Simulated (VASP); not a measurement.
# LiCl (Fm-3m) in VASP: single point with LDA

Aim: the single point of LiCl with LDA.

All numbers are computed with VASP 6.6.1; they aren't measurements. Logs are shortened: lines on timing, memory, paths and dates and some standing lists are left out, and cuts for length are marked.

## Step 1: The cell of the first run

Symmetry: Fm-3m, No. 225, cubic system. The conventional cell has a = 5.130 Å, b = 5.130 Å, c = 5.130 Å, α = 90.00°, β = 90.00°, γ = 90.00°. Within 3.4 Å of Li (site symmetry m-3m) lie 6 Cl at 2.56 Å. Cl (site symmetry m-3m) has 6 Li at 2.56 Å within 3.4 Å.

## Step 2: Single point, LDA

File INCAR:

```
PREC = Accurate
ENCUT = 750
EDIFF = 1E-6
ISMEAR = 0
SIGMA = 0.01
LREAL = False
LASPH = True
NELM = 120
ALGO = Normal
ISIF = 2
LWAVE = False
LCHARG = True
GGA = CA
LELF = True
LVHAR = True
NBANDS = 12
GGA_COMPAT = False
```

File KPOINTS:

```
regular mesh
0
Gamma
  8 8 8
```

File POSCAR:

```
LiCl
1.0
    0.0000000000      2.5647700000      2.5647700000
    2.5647700000      0.0000000000      2.5647700000
    2.5647700000      2.5647700000      0.0000000000
Li Cl
1 1
Direct
    0.0000000000      0.0000000000      0.0000000000
    0.5000000000      0.5000000000      0.5000000000
```

Potentials or basis: VASP PAW LDA potentials, release 64 (Li_sv, Cl).

Command:

```sh
> cat potpaw_LDA.64/Li_sv/POTCAR potpaw_LDA.64/Cl/POTCAR > POTCAR
> mpirun -np 1 vasp_std > vasp.out
```

OUTCAR:

```text
PREC = Accurate
   ENCUT = 750
   EDIFF = 1E-6
   ISMEAR = 0
   LREAL = False
   LASPH = True
   NELM = 120
   ISIF = 2
   GGA = CA

 ion  position               nearest neighbor table
   1  0.000  0.000  0.000-   2 2.56   2 2.56   2 2.56   2 2.56   2 2.56   2 2.56
   2  0.500  0.500  0.500-   1 2.56   1 2.56   1 2.56   1 2.56   1 2.56   1 2.56

  LATTYP: Found a face centered cubic cell.
 ALAT       =     5.1295400000

  Lattice vectors:

 A1 = (   0.0000000000,   2.5647700000,   2.5647700000)
 A2 = (   2.5647700000,   0.0000000000,   2.5647700000)
 A3 = (   2.5647700000,   2.5647700000,   0.0000000000)

Analysis of symmetry for initial positions (statically):
=====================================================================
 Subroutine PRICEL returns:
 Original cell was already a primitive cell.

 Routine SETGRP: Setting up the symmetry group for a
 face centered cubic supercell.

 Subroutine GETGRP returns: Found 48 space group operations
 (whereof 48 operations were pure point group operations)
 out of a pool of 48 trial point group operations.

The static configuration has the point symmetry O_h .

Analysis of symmetry for dynamics (positions and initial velocities):
=====================================================================
 Subroutine PRICEL returns:
 Original cell was already a primitive cell.

 Routine SETGRP: Setting up the symmetry group for a
 face centered cubic supercell.

 Subroutine GETGRP returns: Found 48 space group operations
 (whereof 48 operations were pure point group operations)
 out of a pool of 48 trial point group operations.

The dynamic configuration has the point symmetry O_h .

 Subroutine INISYM returns: Found 48 space group operations
 (whereof 48 operations are pure point group operations),
 and found     1 'primitive' translations

----------------------------------------------------------------------------------------

                                     Primitive cell

  volume of cell :      33.7423

  direct lattice vectors                    reciprocal lattice vectors
     0.000000000  2.564770000  2.564770000    -0.194949255  0.194949255  0.194949255
     2.564770000  0.000000000  2.564770000     0.194949255 -0.194949255  0.194949255
     2.564770000  2.564770000  0.000000000     0.194949255  0.194949255 -0.194949255

  length of vectors
     3.627132518  3.627132518  3.627132518     0.337662014  0.337662014  0.337662014

  position of ions in fractional coordinates (direct lattice)
     0.000000000  0.000000000  0.000000000
     0.500000000  0.500000000  0.500000000

  ion indices of the primitive-cell ions
   primitive index   ion index
                 1           1
                 2           2

----------------------------------------------------------------------------------------

 KPOINTS: regular mesh

Automatic generation of k-mesh.
 Grid dimensions read from file:
 generate k-points for:    8    8    8

 Generating k-lattice:

  Cartesian coordinates                     Fractional coordinates (reciprocal lattice)
    -0.024368657  0.024368657  0.024368657     0.125000000  0.000000000  0.000000000
     0.024368657 -0.024368657  0.024368657     0.000000000  0.125000000  0.000000000
     0.024368657  0.024368657 -0.024368657     0.000000000  0.000000000  0.125000000

  Length of vectors
     0.042207752  0.042207752  0.042207752

  Shift w.r.t. Gamma in fractional coordinates (k-lattice)
     0.000000000  0.000000000  0.000000000

 Subroutine IBZKPT returns following result:
 ===========================================

 Found     29 irreducible k-points:

 Following reciprocal coordinates:
            Coordinates               Weight
  0.000000  0.000000  0.000000      1.000000
  0.125000  0.000000  0.000000      8.000000
  0.250000  0.000000  0.000000      8.000000
  0.375000  0.000000  0.000000      8.000000
  0.500000  0.000000  0.000000      4.000000
  0.125000  0.125000  0.000000      6.000000
[... 16 lines left out ...]
  0.500000  0.250000  0.125000     48.000000
 -0.375000  0.250000  0.125000     24.000000
 [... further k-points ...]
   k-points           NKPTS =     29   k-points in BZ     NKDIM =     29   number of bands    NBANDS=     12
   number of dos      NEDOS =    301   number of ions     NIONS =      2
   total plane-waves  NPLWV =  32768
   dimension x,y,z NGX =    32 NGY =   32 NGZ =   32
   dimension x,y,z NGXF=    64 NGYF=   64 NGZF=   64
   ions per type =               1   1
   NGX,Y,Z   is equivalent  to a cutoff of  14.67, 14.67, 14.67 a.u.
   NGXF,Y,Z  is equivalent  to a cutoff of  29.33, 29.33, 29.33 a.u.
 SYSTEM =  unknown system
   PREC   = accura    normal or accurate (medium, high low for compatibility)
   ISTART =      0    job   : 0-new  1-cont  2-samecut
   ICHARG =      2    charge: 1-file 2-atom 10-const
   ISPIN  =      1    spin polarized calculation?
   LNONCOLLINEAR =      F non collinear calculations
   LSORBIT =      F    spin-orbit coupling
   LASPH  =      T    aspherical Exc in radial PAW
   ENCUT  =  750.0 eV  55.12 Ry    7.42 a.u.   8.10  8.10  8.10*2*pi/ulx,y,z
   NELM   =    120;   NELMIN=  2; NELMDL= -5     # of ELM steps
   EDIFF  = 0.1E-05   stopping-criterion for ELM
   LREAL  =      F    real-space projection
   EDIFFG = 0.1E-04   stopping-criterion for IOM
   NSW    =      0    number of steps for IOM
   IBRION =     -1    ionic relax: 0-MD 1-quasi-New 2-CG
   NFREE  =      0    steps in history (QN), initial steepest desc. (CG)
   ISIF   =      2    stress and relaxation
   ISYM   =      2    0-nonsym 1-usesym 2-fastsym
   POTIM  = 0.5000    time-step for ionic-motion
   TEBEG  =    0.0;   TEEND  =   0.0 temperature during run
   PSTRESS=    0.0 pullay stress
   NELECT =      10.0000    total number of electrons
   NUPDOWN=      -1.0000    fix difference up-down
   EMIN   =  10.00;   EMAX   =-10.00  energy-range for DOS
   EFERMI =   0.00;   METHOD = LEGACY
   ISMEAR =     0;   SIGMA  =   0.01  broadening in eV -4-tet -1-fermi 0-gaus
   EFERMI_NEDOS =   21; number of points for ismear=-14 and -15
   IALGO  =     38    algorithm
   IMIX   =      4    mixing-type and parameters
     AMIX     =   0.40;   BMIX     =  1.00
     AMIX_MAG =   1.60;   BMIX_MAG =  1.00
  volume/ion in A,a.u.               =      16.87       113.85
  Fermi-wavevector in a.u.,A,eV,Ry     =   1.091482  2.062601 16.209056  1.191332
  Thomas-Fermi vector in A             =   2.227728
   LORBIT       =      0    0 simple, 1 ext, 2 COOP (PROOUT), +10 PAW based schemes
   GGA     = CA    functional components
   LHFCALC =     F    Hartree Fock is set to
   AEXX    =    0.0000 exact exchange contribution
   IVDW    =     0    specifies the selected vdW correction
   LEPSILON=     F    determine dielectric tensor
   LRPA    =     F    only Hartree local field effects (RPA)
 non-spin polarized calculation
 Gauss-broadening in eV      SIGMA  =   0.01
  energy-cutoff  :      750.00
  volume of cell :       33.74
 maximum number of plane-waves:      1591
   NGX = 17   NGY = 17   NGZ = 17

 number of electron      10.0000002 magnetization

 Free energy of the ion-electron system (eV)
  ---------------------------------------------------
  ext. energy  EPLUGINS =         0.00000000
  ---------------------------------------------------
  free energy    TOTEN  =        -8.05957889 eV

  energy without entropy =       -8.05957889  energy(sigma->0) =       -8.05957889

 E-fermi :   0.5113     XC(G=0):  -9.1647

 val. band max:        0.4519820781   @ k =   0.0000   0.0000   0.0000
 cond. band min:       6.4491218193   @ k =   0.0000   0.0000   0.0000
 fundamental gap:      5.9971397412
 Fermi energy:         0.5112948813

 k-point     1 :       0.0000    0.0000    0.0000
  band No.  band energies     occupation
      1     -42.0065      2.00000
      2     -12.8745      2.00000
      3       0.4520      2.00000
      4       0.4520      2.00000
      5       0.4520      2.00000
      6       6.4491      0.00000
      7      12.1877      0.00000
      8      12.1877      0.00000
      9      12.1877      0.00000
     10      14.5635      0.00000
     11      14.5635      0.00000
     12      14.5635      0.00000

 k-point     2 :       0.1250    0.0000    0.0000
  band No.  band energies     occupation
      1     -42.0059      2.00000
      2     -12.7968      2.00000
      3      -0.0966      2.00000
      4       0.4102      2.00000
      5       0.4102      2.00000
      6       6.9174      0.00000
      7      11.3527      0.00000
      8      12.0496      0.00000
      9      12.0496      0.00000
     10      13.3197      0.00000
     11      13.3197      0.00000
     12      15.0473      0.00000

 k-point     3 :       0.2500    0.0000    0.0000
  band No.  band energies     occupation
      1     -42.0048      2.00000
      2     -12.5983      2.00000
      3      -1.1829      2.00000
      4       0.3149      2.00000
      5       0.3149      2.00000
      6       7.3366      0.00000
      7      10.8679      0.00000
      8      10.8679      0.00000
      9      11.1613      0.00000
     10      14.2228      0.00000
     11      14.2228      0.00000
     12      15.6273      0.00000
[... 286 lines left out ...]
 k-point    23 :       0.5000    0.2500    0.1250
  band No.  band energies     occupation
      1     -42.0031      2.00000
      2     -12.2481      2.00000
      3      -1.9364      2.00000
      4      -0.8047      2.00000
      5      -0.0533      2.00000
      6       8.5246      0.00000
      7       9.5599      0.00000
      8      10.5385      0.00000
      9      11.5628      0.00000
     10      14.6095      0.00000
     11      17.7784      0.00000
     12      18.1230      0.00000

 k-point    24 :      -0.3750    0.2500    0.1250
  band No.  band energies     occupation
      1     -42.0027      2.00000
      2     -12.1662      2.00000
      3      -2.1739      2.00000
      4      -0.9045      2.00000
      5      -0.1442      2.00000
      6       8.3471      0.00000
      7       9.5105      0.00000
      8      10.7164      0.00000
      9      11.9360      0.00000
     10      15.7504      0.00000
     11      16.2908      0.00000
     12      18.5437      0.00000

 [... further k-points ...]
[... 5 lines left out ...]
  --------------------------------------------------------------------------------------
  -------------------------------------------------------------------------------------
  Total       -0.6948722     -0.6948722     -0.6948722      0.0000000      0.0000000      0.0000000
  in kB      -32.9944008    -32.9944008    -32.9944008      0.0000000      0.0000000      0.0000000
  external PRESSURE =     -32.9944008 kB  Pullay stress =       0.0000000 kB

 VOLUME and BASIS-vectors are now :
 -----------------------------------------------------------------------------
  energy-cutoff  :      750.00
  volume of cell :       33.74
      direct lattice vectors                 reciprocal lattice vectors
     0.000000000  2.564770000  2.564770000    -0.194949255  0.194949255  0.194949255
     2.564770000  0.000000000  2.564770000     0.194949255 -0.194949255  0.194949255
     2.564770000  2.564770000  0.000000000     0.194949255  0.194949255 -0.194949255

 POSITION                                       TOTAL-FORCE (eV/Angst)
 -----------------------------------------------------------------------------------
      0.00000      0.00000      0.00000         0.000000     -0.000000     -0.000000
      2.56477      2.56477      2.56477        -0.000000      0.000000      0.000000
 -----------------------------------------------------------------------------------
    total drift:                               -0.000000     -0.000000      0.000000

  FREE ENERGIE OF THE ION-ELECTRON SYSTEM (eV)
  ---------------------------------------------------
  free  energy   TOTEN  =        -8.0595788909 eV

  energy  without entropy=       -8.0595788909  energy(sigma->0) =       -8.05957889
```

Run time: 8.3 s. Hardware: 1 thread of Intel Xeon Platinum 8559C (Emerald Rapids), shared host; peak memory 0.15 GiB.

What came out:

```yaml
Free_energy: -8.0596 eV
Pressure: -3.3 GPa
Band_gap_on_the_k_mesh: 6.00 eV, direct
```

A k mesh can miss the band edges.
